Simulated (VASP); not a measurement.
# As in VASP: a series of runs, part 2 of 3

VASP 6.6.1. The steps go on from the part before.

## Step 4: Relaxation of cell and atoms, PBE

This run uses another cell than the first one, of 20.32 Å³/atom, 0.888 times its volume.

Input file INCAR:

```
SYSTEM = As
PREC = Accurate
ENCUT = 600
EDIFF = 1E-6
ISMEAR = 0
SIGMA = 0.1
LREAL = .FALSE.
LASPH = .TRUE.
NELM = 100
ALGO = Normal
ISIF = 3
LWAVE = .FALSE.
LCHARG = .FALSE.
GGA = PE
IBRION = 2
NSW = 90
EDIFFG = -0.04
```

Input file KPOINTS:

```
Automatic mesh
0
G
  6 6 6
  0 0 0
```

Input file POSCAR:

```
As
1.0
    1.4258663913     -4.1513022593      0.0000000000
    1.4258663913      4.1513022593      0.0000000000
   -0.1210903888      0.0000000000      3.4331419179
As
2
Direct
    0.8690000000      0.1310000000      0.2500000000
    0.1310000000      0.8690000000      0.7500000000
```

Potentials or basis: VASP PAW PBE potentials, release 64 (As).

Started as:

```bash
> cat potpaw_PBE.64/As/POTCAR > POTCAR
> mpirun -np 1 vasp_std > vasp.out
```

OUTCAR:

```text
SYSTEM = As
   PREC = Accurate
   ENCUT = 600
   EDIFF = 1E-6
   ISMEAR = 0
   LREAL = .FALSE.
   LASPH = .TRUE.
   NELM = 100
   ISIF = 3
   GGA = PE
   IBRION = 2
   NSW = 90
   EDIFFG = -0.04

 ion  position               nearest neighbor table
   1  0.869  0.131  0.250-   2 2.77   2 2.77
   2  0.131  0.869  0.750-   1 2.77   1 2.77

  LATTYP: Found a base centered monoclinic cell.
 ALAT       =     2.8517327826
 B/A-ratio  =     2.9114244396
 C/A-ratio  =     1.2046278548
 COS(beta)  =    -0.0352490928

  Lattice vectors:

 A1 = (   1.4258663913,  -4.1513022593,   0.0000000000)
 A2 = (   1.4258663913,   4.1513022593,   0.0000000000)
 A3 = (  -0.1210903888,   0.0000000000,   3.4331419179)

Analysis of symmetry for initial positions (statically):
=====================================================================
 Subroutine PRICEL returns:
 Original cell was already a primitive cell.

 Routine SETGRP: Setting up the symmetry group for a
 base centered monoclinic supercell.

 Subroutine GETGRP returns: Found  4 space group operations
 (whereof  2 operations were pure point group operations)
 out of a pool of  4 trial point group operations.

The static configuration has the point symmetry S_2 .
 The point group associated with its full space group is C_2h.

Analysis of symmetry for dynamics (positions and initial velocities):
=====================================================================
 Subroutine PRICEL returns:
 Original cell was already a primitive cell.

 Routine SETGRP: Setting up the symmetry group for a
 base centered monoclinic supercell.

 Subroutine GETGRP returns: Found  4 space group operations
 (whereof  2 operations were pure point group operations)
 out of a pool of  4 trial point group operations.

The dynamic configuration has the point symmetry S_2 .
 The point group associated with its full space group is C_2h.

 Subroutine INISYM returns: Found  4 space group operations
 (whereof  2 operations are pure point group operations),
 and found     1 'primitive' translations

[... 114 lines left out ...]
     AMIX_MAG =   1.60;   BMIX_MAG =  1.00
  volume/ion in A,a.u.               =      20.32       137.14
  Fermi-wavevector in a.u.,A,eV,Ry     =   1.025841  1.938557 14.318074  1.052349
  Thomas-Fermi vector in A             =   2.159702
   LORBIT       =      0    0 simple, 1 ext, 2 COOP (PROOUT), +10 PAW based schemes
   GGA     = PE    functional components
   LHFCALC =     F    Hartree Fock is set to
   AEXX    =    0.0000 exact exchange contribution
   IVDW    =     0    specifies the selected vdW correction
   LEPSILON=     F    determine dielectric tensor
   LRPA    =     F    only Hartree local field effects (RPA)
 conjugate gradient relaxation of ions
 non-spin polarized calculation
 Gauss-broadening in eV      SIGMA  =   0.10
  energy-cutoff  :      600.00
  volume of cell :       40.64
 maximum number of plane-waves:      1374
   NGX = 17   NGY = 17   NGZ = 13

--------------------------------------- Ionic step        1  -------------------------------------------

 number of electron      10.0000000 magnetization

 number of electron       9.9999999 magnetization

 Free energy of the ion-electron system (eV)
  ---------------------------------------------------
  ext. energy  EPLUGINS =         0.00000000
  ---------------------------------------------------
  free energy    TOTEN  =        -8.61081687 eV

  energy without entropy =       -8.60727571  energy(sigma->0) =       -8.60904629

------------------------ aborting loop because EDIFF is reached ----------------------------------------

  FORCE on cell =-STRESS in cart. coord.  units (eV):
  Direction    XX          YY          ZZ          XY          YZ          ZX
  --------------------------------------------------------------------------------------
  -------------------------------------------------------------------------------------
  Total       -0.7626291     -0.8338019      1.1965441      0.0000000      0.0000000     -0.2144108
  in kB      -30.0634627    -32.8691538     47.1687483      0.0000000      0.0000000     -8.4522504
  external PRESSURE =      -5.2546227 kB  Pullay stress =       0.0000000 kB
[... 675 lines left out ...]
 k-point    24 :      -0.1667    0.1667    0.1667
  band No.  band energies     occupation
      1      -9.1146      2.00000
      2      -4.7560      2.00000
      3       0.2588      2.00000
      4       2.6325      2.00000
      5       5.5628      0.00000
      6       8.2257      0.00000
      7       9.2178      0.00000
      8      10.4609      0.00000
      9      11.5067      0.00000

 [... further k-points ...]

[... ionic steps 4 to 18 ...]

--------------------------------------- Ionic step       19  -------------------------------------------

 number of electron      10.0000002 magnetization

------------------------ aborting loop because EDIFF is reached ----------------------------------------
[... 67 lines left out ...]
--------------------------------------- Ionic step       21  -------------------------------------------

 number of electron      10.0000002 magnetization

 Free energy of the ion-electron system (eV)
  ---------------------------------------------------
  ext. energy  EPLUGINS =         0.00000000
  ---------------------------------------------------
  free energy    TOTEN  =        -9.08510500 eV

  energy without entropy =       -9.08148089  energy(sigma->0) =       -9.08329295

 E-fermi :   4.8544     XC(G=0):  -9.8553

 val. band max:        4.8518655656   @ k =  -0.3333   0.5000   0.1667
 cond. band min:       4.8929587360   @ k =  -0.3333  -0.3333   0.1667
 fundamental gap:      0.0410931704
 Fermi energy:         4.8543885264
[... 317 lines left out ...]
  FREE ENERGIE OF THE ION-ELECTRON SYSTEM (eV)
  ---------------------------------------------------
  free  energy   TOTEN  =        -9.0851050048 eV

  energy  without entropy=       -9.0814808927  energy(sigma->0) =       -9.08329295

 reached required accuracy - stopping structural energy minimisation
```

OSZICAR:

```text
N       E                     dE             d eps       ncg     rms          rms(c)
DAV:   1     0.279113949003E+02    0.27911E+02   -0.45948E+03  1224   0.103E+03
DAV:   2    -0.745428450140E+01   -0.35366E+02   -0.34478E+02  1943   0.119E+02
DAV:   3    -0.860371232942E+01   -0.11494E+01   -0.11403E+01  1439   0.254E+01
[... 161 lines left out ...]
       N       E                     dE             d eps       ncg     rms          rms(c)
DAV:   1    -0.908517408351E+01   -0.71489E-03   -0.38349E-02  1272   0.119E+00    0.916E-02
DAV:   2    -0.908514711764E+01    0.26966E-04   -0.73630E-04  1415   0.196E-01    0.551E-02
DAV:   3    -0.908510524268E+01    0.41875E-04   -0.15061E-04  1497   0.791E-02    0.963E-03
DAV:   4    -0.908510500483E+01    0.23785E-06   -0.25592E-06  1302   0.129E-02
  21 F= -.90851050E+01 E0= -.90832929E+01  d E =-.646006E-03
```

Wall time 4.3 min (1 thread of Intel Xeon Platinum 8124M at 3.00GHz (Skylake/Cascade Lake), shared host); peak memory 0.21 GiB.

What came out:

```
Free energy                            : -9.0851 eV
Relaxed volume                         : 22.28 Å³/atom
Relaxed cell                           : a = 4.445 Å, b = 4.445 Å, c = 3.759 Å, α = 89.84°, β = 89.84°, γ = 143.15°
Space group after relaxing (to 0.05 Å) : C2/c (No. 15)
Energy gained by relaxing              : 237.1 meV/atom
Ionic steps                            : 21
Pressure after relaxing                : -0.1 GPa
Largest force after relaxing           : 0.005 eV/Å
Band gap on the k mesh                 : zero (band 5 reaches 9.97 eV, above the bottom of band 6 at 2.61 eV)
```

Forces in eV/Å, atoms in the order of the input:
```
As   0.000  0.005  0.000
As   0.000 -0.005  0.000
```

Stress tensor (GPa, compression positive):
```
 0.00  0.00 -0.13
 0.00 -0.17  0.00
-0.13  0.00 -0.16
```

The path:
```
step  energy change (eV)  largest force (eV/Å)  pressure (GPa)  volume (Å³)
   1              0.0000                0.8078           -0.53        40.64
   2             -0.1268                1.0209            0.57        40.22
   3             -0.3301                0.0518            7.02        38.60
   4             -0.3794                0.0344            3.96        40.18
   5             -0.3865                0.0063            2.45        41.08
   6             -0.4069                0.0439            1.26        41.72
   7             -0.4179                0.1621           -0.45        42.76
   8             -0.4289                0.1712           -0.31        42.82
   9             -0.4494                0.1923            0.32        42.96
  10             -0.4500                0.0759            1.63        42.99
  11             -0.4599                0.1460            0.85        43.02
  12             -0.4597                0.1202            1.16        43.02
  13             -0.4606                0.1314            1.01        43.02
  14             -0.4653                0.1990           -0.16        44.17
  15             -0.4659                0.1825            0.11        43.89
  16             -0.4713                0.0612            0.24        44.14
  17             -0.4721                0.1666            0.37        44.47
  18             -0.4728                0.0617            0.32        44.33
  19             -0.4736                0.0170           -0.43        44.76
  20             -0.4736                0.0003           -0.26        44.66
  21             -0.4743                0.0048           -0.11        44.55
```

Final structure:
```cif
data_structure
_symmetry_space_group_name_H-M 'P 1'
_symmetry_Int_Tables_number 1
_cell_length_a 4.4454
_cell_length_b 4.4454
_cell_length_c 3.7589
_cell_angle_alpha 89.844
_cell_angle_beta 89.844
_cell_angle_gamma 143.146
_cell_volume 44.55
loop_
_atom_site_label
_atom_site_type_symbol
_atom_site_fract_x
_atom_site_fract_y
_atom_site_fract_z
_atom_site_occupancy
As1 As 0.89926 0.10074 0.25000 1
As2 As 0.10074 0.89926 0.75000 1
```

Levels at points of the mesh, in eV from the Fermi level:
| k point | band 3 | band 4 | band 5 | band 6 | band 7 | band 8 |
| --- | --- | --- | --- | --- | --- | --- |
| (0.00, 0.00, 0.00) | -4.05 | -3.56 | 1.31 | 3.51 | 3.96 | 5.57 |
| (0.50, 0.00, 0.00) | -5.60 | -3.12 | -1.19 | 0.27 | 2.29 | 3.95 |
| (0.50, 0.50, 0.00) | -2.77 | -1.00 | -0.55 | 0.77 | 3.27 | 7.36 |
| (0.00, 0.00, 0.50) | -2.95 | -2.95 | -0.24 | -0.24 | 5.31 | 5.31 |
| (0.50, 0.00, 0.50) | -4.39 | -4.36 | -2.12 | -2.05 | 2.56 | 2.61 |
| (0.50, 0.50, 0.50) | -5.88 | -5.88 | 5.11 | 5.11 | 5.26 | 5.26 |

Caveat: the k points lie up to 0.39 Å⁻¹ apart in the final cell.

(Continued in part 3 of 3.)
